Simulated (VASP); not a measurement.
# Ta2C (P-3m1) in VASP: further runs

Ta2C is run at these levels: LDA; tasks: single point.

Everything below comes from runs of VASP 6.6.1. Logs are shortened: lines on timing, memory, paths and dates and some standing lists are left out, and cuts for length are marked.

## 1. The cell of the first run

The structure is trigonal, space group P-3m1 (No. 164). Conventional cell: a = 3.056 Å, b = 3.056 Å, c = 4.856 Å, α = 90.00°, β = 90.00°, γ = 120.00°. Within 2.8 Å of Ta (site symmetry 3m) lie 3 C at 2.15 Å. C (site symmetry -3m) has 6 Ta at 2.15 Å within 2.8 Å.

## 2. Single point, LDA (volume scaled by 0.98, then relaxed in part)

INCAR

```
  PREC = Accurate
  ENCUT = 520
  EDIFF = 1E-6
  ISMEAR = -1
  SIGMA = 0.15
  LREAL = F
  LASPH = T
  NELM = 80
  ALGO = Normal
  ISIF = 2
  LWAVE = F
  LCHARG = F
  NBANDS = 20
```

KPOINTS

```
regular mesh
0
Gamma
  18 18 10
```

POSCAR

```
Ta2C
1.0
    3.0561970855      0.0000000000      0.0000000000
   -1.5280985427      2.6467443150      0.0000000000
    0.0000000000      0.0000000000      4.8562305405
Ta C
2 1
Direct
    0.3333333333      0.6666666667      0.2542160715
    0.6666666667      0.3333333333      0.7457839285
    0.0000000000      0.0000000000      0.0000000000
```

Potentials or basis: VASP PAW LDA potentials, release 64 (Ta_pv, C).

Started as:

```console
$ cat potpaw_LDA.64/Ta_pv/POTCAR potpaw_LDA.64/C/POTCAR > POTCAR
$ mpirun -np 1 vasp_std > vasp.out
```

OUTCAR:

```text
PREC = Accurate
   ENCUT = 520
   EDIFF = 1E-6
   ISMEAR = -1
   LREAL = F
   LASPH = T
   NELM = 80
   ISIF = 2

 ion  position               nearest neighbor table
   1  0.333  0.667  0.254-   3 2.15   3 2.15   3 2.15   2 2.97   2 2.97   2 2.97   2 3.03   2 3.03
                             2 3.03
   2  0.667  0.333  0.746-   3 2.15   3 2.15   3 2.15   1 2.97   1 2.97   1 2.97   1 3.03   1 3.03
                             1 3.03
   3  0.000  0.000  0.000-   1 2.15   2 2.15   1 2.15   2 2.15   2 2.15   1 2.15

  LATTYP: Found a hexagonal cell.
 ALAT       =     3.0561970855
 C/A-ratio  =     1.5889781989

  Lattice vectors:

 A1 = (   3.0561970855,   0.0000000000,   0.0000000000)
 A2 = (  -1.5280985427,   2.6467443150,   0.0000000000)
 A3 = (   0.0000000000,   0.0000000000,   4.8562305405)

Analysis of symmetry for initial positions (statically):
=====================================================================
 Subroutine PRICEL returns:
 Original cell was already a primitive cell.

 Routine SETGRP: Setting up the symmetry group for a
 hexagonal supercell.

 Subroutine GETGRP returns: Found 12 space group operations
 (whereof 12 operations were pure point group operations)
 out of a pool of 24 trial point group operations.

The static configuration has the point symmetry D_3d.

Analysis of symmetry for dynamics (positions and initial velocities):
=====================================================================
 Subroutine PRICEL returns:
 Original cell was already a primitive cell.

 Routine SETGRP: Setting up the symmetry group for a
 hexagonal supercell.

 Subroutine GETGRP returns: Found 12 space group operations
 (whereof 12 operations were pure point group operations)
 out of a pool of 24 trial point group operations.

The dynamic configuration has the point symmetry D_3d.

 Subroutine INISYM returns: Found 12 space group operations
 (whereof 12 operations are pure point group operations),
 and found     1 'primitive' translations

----------------------------------------------------------------------------------------

                                     Primitive cell

  volume of cell :      39.2819

  direct lattice vectors                    reciprocal lattice vectors
     3.056197086  0.000000000  0.000000000     0.327204029  0.188911334  0.000000000
    -1.528098543  2.646744315  0.000000000     0.000000000  0.377822669  0.000000000
     0.000000000  0.000000000  4.856230541     0.000000000  0.000000000  0.205921031

  length of vectors
     3.056197086  3.056197085  4.856230541     0.377822669  0.377822669  0.205921031

  position of ions in fractional coordinates (direct lattice)
     0.333333333  0.666666667  0.254216071
     0.666666667  0.333333333  0.745783929
     0.000000000  0.000000000  0.000000000

  ion indices of the primitive-cell ions
   primitive index   ion index
                 1           1
                 2           2
                 3           3

----------------------------------------------------------------------------------------

 KPOINTS: regular mesh

Automatic generation of k-mesh.
 Grid dimensions read from file:
 generate k-points for:   18   18   10

 Generating k-lattice:

  Cartesian coordinates                     Fractional coordinates (reciprocal lattice)
     0.018178002  0.010495074  0.000000000     0.055555556  0.000000000  0.000000000
     0.000000000  0.020990148  0.000000000     0.000000000  0.055555556  0.000000000
     0.000000000  0.000000000  0.020592103     0.000000000  0.000000000  0.100000000

  Length of vectors
     0.020990148  0.020990148  0.020592103

  Shift w.r.t. Gamma in fractional coordinates (k-lattice)
     0.000000000  0.000000000  0.000000000

 Subroutine IBZKPT returns following result:
 ===========================================

 Found    330 irreducible k-points:

 Following reciprocal coordinates:
            Coordinates               Weight
  0.000000  0.000000  0.000000      1.000000
  0.055556 -0.000000  0.000000      6.000000
  0.111111 -0.000000  0.000000      6.000000
  0.166667 -0.000000  0.000000      6.000000
  0.222222 -0.000000  0.000000      6.000000
  0.277778 -0.000000  0.000000      6.000000
[... 16 lines left out ...]
  0.333333  0.111111  0.000000     12.000000
  0.388889  0.111111  0.000000     12.000000
 [... further k-points ...]
   k-points           NKPTS =    330   k-points in BZ     NKDIM =    330   number of bands    NBANDS=     20
   number of dos      NEDOS =    301   number of ions     NIONS =      3
   total plane-waves  NPLWV =  20736
   dimension x,y,z NGX =    24 NGY =   24 NGZ =   36
   dimension x,y,z NGXF=    48 NGYF=   48 NGZF=   72
   ions per type =               2   1
   NGX,Y,Z   is equivalent  to a cutoff of  13.06, 13.06, 12.32 a.u.
   NGXF,Y,Z  is equivalent  to a cutoff of  26.11, 26.11, 24.65 a.u.
 SYSTEM =  unknown system
   PREC   = accura    normal or accurate (medium, high low for compatibility)
   ISTART =      0    job   : 0-new  1-cont  2-samecut
   ICHARG =      2    charge: 1-file 2-atom 10-const
   ISPIN  =      1    spin polarized calculation?
   LNONCOLLINEAR =      F non collinear calculations
   LSORBIT =      F    spin-orbit coupling
   LASPH  =      T    aspherical Exc in radial PAW
   ENCUT  =  520.0 eV  38.22 Ry    6.18 a.u.   5.68  5.68  9.03*2*pi/ulx,y,z
   NELM   =     80;   NELMIN=  2; NELMDL= -5     # of ELM steps
   EDIFF  = 0.1E-05   stopping-criterion for ELM
   LREAL  =      F    real-space projection
   EDIFFG = 0.1E-04   stopping-criterion for IOM
   NSW    =      0    number of steps for IOM
   IBRION =     -1    ionic relax: 0-MD 1-quasi-New 2-CG
   NFREE  =      0    steps in history (QN), initial steepest desc. (CG)
   ISIF   =      2    stress and relaxation
   ISYM   =      2    0-nonsym 1-usesym 2-fastsym
   POTIM  = 0.5000    time-step for ionic-motion
   TEBEG  =    0.0;   TEEND  =   0.0 temperature during run
   PSTRESS=    0.0 pullay stress
   NELECT =      26.0000    total number of electrons
   NUPDOWN=      -1.0000    fix difference up-down
   EMIN   =  10.00;   EMAX   =-10.00  energy-range for DOS
   EFERMI =   0.00;   METHOD = LEGACY
   ISMEAR =    -1;   SIGMA  =   0.15  broadening in eV -4-tet -1-fermi 0-gaus
   EFERMI_NEDOS =   21; number of points for ismear=-14 and -15
   IALGO  =     38    algorithm
   IMIX   =      4    mixing-type and parameters
     AMIX     =   0.40;   BMIX     =  1.00
     AMIX_MAG =   1.60;   BMIX_MAG =  1.00
  volume/ion in A,a.u.               =      13.09        88.36
  Fermi-wavevector in a.u.,A,eV,Ry     =   1.426708  2.696087 27.694597  2.035495
  Thomas-Fermi vector in A             =   2.546956
   LORBIT       =      0    0 simple, 1 ext, 2 COOP (PROOUT), +10 PAW based schemes
   GGA     = CA    functional components
   LHFCALC =     F    Hartree Fock is set to
   AEXX    =    0.0000 exact exchange contribution
   IVDW    =     0    specifies the selected vdW correction
   LEPSILON=     F    determine dielectric tensor
   LRPA    =     F    only Hartree local field effects (RPA)
 non-spin polarized calculation
  energy-cutoff  :      520.00
  volume of cell :       39.28
 maximum number of plane-waves:      1087
 NGX is ok and might be reduce to    24
   NGX = 11   NGY = 11   NGZ = 19

 number of electron      26.0000004 magnetization

 Free energy of the ion-electron system (eV)
  ---------------------------------------------------
  ext. energy  EPLUGINS =         0.00000000
  ---------------------------------------------------
  free energy    TOTEN  =       -37.69237864 eV

  energy without entropy =      -37.62322044  energy(sigma->0) =      -37.65779954

 E-fermi :   6.8876     XC(G=0): -13.2033

 val. band max:        6.8852232469   @ k =   0.0556  -0.0000   0.2000
 cond. band min:       6.8997604337   @ k =  -0.1111   0.2778   0.2000
 fundamental gap:      0.0145371868
 Fermi energy:         6.8876195441

 k-point     1 :       0.0000    0.0000    0.0000
  band No.  band energies     occupation
      1     -27.7300      2.00000
      2     -26.8918      2.00000
      3     -26.8918      2.00000
      4     -26.7565      2.00000
      5     -26.7565      2.00000
      6     -26.6677      2.00000
[... 12 lines left out ...]
     19       9.8359      0.00000
     20      14.8678      0.00000

 k-point     2 :       0.0556   -0.0000    0.0000
  band No.  band energies     occupation
      1     -27.7198      2.00000
      2     -26.9146      2.00000
      3     -26.8998      2.00000
      4     -26.7789      2.00000
      5     -26.7585      2.00000
      6     -26.6714      2.00000
[... 12 lines left out ...]
     19      10.2358      0.00000
     20      14.9856      0.00000

 k-point     3 :       0.1111   -0.0000    0.0000
  band No.  band energies     occupation
      1     -27.6900      2.00000
      2     -26.9799      2.00000
      3     -26.9223      2.00000
      4     -26.8426      2.00000
      5     -26.7649      2.00000
      6     -26.6827      2.00000
[... 12 lines left out ...]
     19      11.0889      0.00000
     20      15.0541      0.00000

 k-point     4 :       0.1667   -0.0000    0.0000
  band No.  band energies     occupation
      1     -27.6424      2.00000
      2     -27.0793      2.00000
      3     -26.9551      2.00000
      4     -26.9377      2.00000
      5     -26.7760      2.00000
      6     -26.7024      2.00000
[... 12 lines left out ...]
     19      12.0512      0.00000
     20      14.8398      0.00000

 k-point     5 :       0.2222   -0.0000    0.0000
  band No.  band energies     occupation
      1     -27.5801      2.00000
      2     -27.2000      2.00000
      3     -27.0506      2.00000
      4     -26.9936      2.00000
      5     -26.7913      2.00000
      6     -26.7310      2.00000
[... 12 lines left out ...]
     19      12.9850      0.00000
     20      14.5507      0.00000
[... 353 lines left out ...]
      6     -26.7806      2.00000
[... 12 lines left out ...]
     19      13.5425      0.00000
     20      14.3909      0.00000

 k-point    22 :       0.2778    0.1111    0.0000
  band No.  band energies     occupation
      1     -27.4487      2.00000
      2     -27.3927      2.00000
      3     -27.2995      2.00000
      4     -27.0792      2.00000
      5     -26.8779      2.00000
      6     -26.8254      2.00000
[... 12 lines left out ...]
     19      13.6993      0.00000
     20      14.0090      0.00000

 k-point    23 :       0.3333    0.1111    0.0000
  band No.  band energies     occupation
      1     -27.5290      2.00000
      2     -27.3588      2.00000
      3     -27.3243      2.00000
      4     -27.1255      2.00000
      5     -26.8964      2.00000
      6     -26.8739      2.00000
[... 12 lines left out ...]
     19      13.4173      0.00000
     20      13.6884      0.00000

 k-point    24 :       0.3889    0.1111    0.0000
  band No.  band energies     occupation
      1     -27.5858      2.00000
      2     -27.3940      2.00000
      3     -27.2663      2.00000
      4     -27.1553      2.00000
      5     -26.9187      2.00000
      6     -26.9070      2.00000
[... 12 lines left out ...]
     19      12.9647      0.00000
     20      13.4264      0.00000

 [... further k-points ...]
[... 5 lines left out ...]
  --------------------------------------------------------------------------------------
  -------------------------------------------------------------------------------------
  Total        1.8265073      1.8265073      1.8244495      0.0000000      0.0000000      0.0000000
  in kB       74.4970971     74.4970970     74.4131686      0.0000000      0.0000000      0.0000000
  external PRESSURE =      74.4691209 kB  Pullay stress =       0.0000000 kB

 VOLUME and BASIS-vectors are now :
 -----------------------------------------------------------------------------
  energy-cutoff  :      520.00
  volume of cell :       39.28
      direct lattice vectors                 reciprocal lattice vectors
     3.056197086  0.000000000  0.000000000     0.327204029  0.188911334  0.000000000
    -1.528098543  2.646744315  0.000000000     0.000000000  0.377822669  0.000000000
     0.000000000  0.000000000  4.856230541     0.000000000  0.000000000  0.205921031

 POSITION                                       TOTAL-FORCE (eV/Angst)
 -----------------------------------------------------------------------------------
     -0.00000      1.76450      1.23453         0.000000     -0.000000      0.061288
      1.52810      0.88225      3.62170        -0.000000      0.000000     -0.061288
      0.00000      0.00000      0.00000         0.000000      0.000000      0.000000
 -----------------------------------------------------------------------------------
    total drift:                               -0.000000      0.000000     -0.000000

  FREE ENERGIE OF THE ION-ELECTRON SYSTEM (eV)
  ---------------------------------------------------
  free  energy   TOTEN  =       -37.6923786370 eV

  energy  without entropy=      -37.6232204405  energy(sigma->0) =      -37.65779954
```

Run time: 66 s. Hardware: 1 thread of Intel Xeon 6975P-C (Granite Rapids), shared host; peak memory 0.32 GiB.

What came out:

* Free energy: -37.6924 eV
* Pressure: 7.4 GPa
* Largest force: 0.061 eV/Å
* Band gap on the k mesh: zero (band 13 reaches 7.41 eV, above the bottom of band 14 at 6.56 eV)

Forces in eV/Å, atoms in the order of the input:
```
Ta   0.000  0.000  0.061
Ta   0.000  0.000 -0.061
C    0.000  0.000  0.000
```

Caveat: the cell differs from its parent crystal (volume scaled by 0.98, then relaxed in part); spin-orbit coupling is left out, which moves the levels of the heavy elements.

## 3. Single point, LDA

This run uses another cell than the first one, of 13.22 Å³/atom, 1.010 times its volume.

INCAR

```
PREC     = Accurate       # precision mode
ENCUT    = 520            # plane-wave cutoff, eV
EDIFF    = 1E-7           # SCF threshold, eV
ISMEAR   = -1             # smearing method
SIGMA    = 0.15           # smearing width, eV
LREAL    = F              # projectors in reciprocal space
LASPH    = T              # aspherical terms in the spheres
NELM     = 80             # most SCF steps
ALGO     = Normal         # electronic algorithm
ISIF     = 2              # what is computed and relaxed
LWAVE    = F              # write WAVECAR
LCHARG   = F              # write CHGCAR
NBANDS   = 20             # bands
```

KPOINTS is that of step 2.

POSCAR

```
Ta2C
1.0
    3.0663678159      0.0000000000      0.0000000000
   -1.5331839079      2.6555524259      0.0000000000
    0.0000000000      0.0000000000      4.8716055635
Ta C
2 1
Direct
    0.3333333333      0.6666666667      0.2536735114
    0.6666666667      0.3333333333      0.7463264886
    0.0000000000      0.0000000000      0.0000000000
```

Potentials or basis: VASP PAW LDA potentials, release 64 (Ta_pv, C).

Started as:

```console
$ cat potpaw_LDA.64/Ta_pv/POTCAR potpaw_LDA.64/C/POTCAR > POTCAR
$ mpirun -np 1 vasp_std > vasp.out
```

Run time: 78 s. Hardware: 1 thread of Intel Xeon 6975P-C (Granite Rapids), shared host; peak memory 0.33 GiB.

It converged, with:

```
Free energy            : -37.7066 eV
Pressure               : 4.5 GPa
Largest force          : 0.060 eV/Å
Band gap on the k mesh : zero (band 13 reaches 7.31 eV, above the bottom of band 14 at 6.47 eV)
```

Forces in eV/Å, atoms in the order of the input:
```
Ta   0.000  0.000  0.060
Ta   0.000  0.000 -0.060
C    0.000  0.000  0.000
```

Levels at points of the mesh, in eV from the Fermi level:
| k point | band 11 | band 12 | band 13 | band 14 | band 15 | band 16 |
| --- | --- | --- | --- | --- | --- | --- |
| (0.00, 0.00, 0.00) | -2.78 | -0.02 | 0.52 | 0.52 | 1.15 | 1.15 |
| (0.50, 0.00, 0.00) | -3.87 | -1.75 | -0.13 | 3.46 | 3.60 | 4.89 |
| (0.00, 0.00, 0.50) | -1.88 | -1.46 | -0.32 | -0.32 | 3.11 | 3.11 |
| (0.50, 0.00, 0.50) | -2.58 | -1.03 | -0.87 | 1.56 | 1.56 | 4.50 |

Caveat: spin-orbit coupling is left out, which moves the levels of the heavy elements.
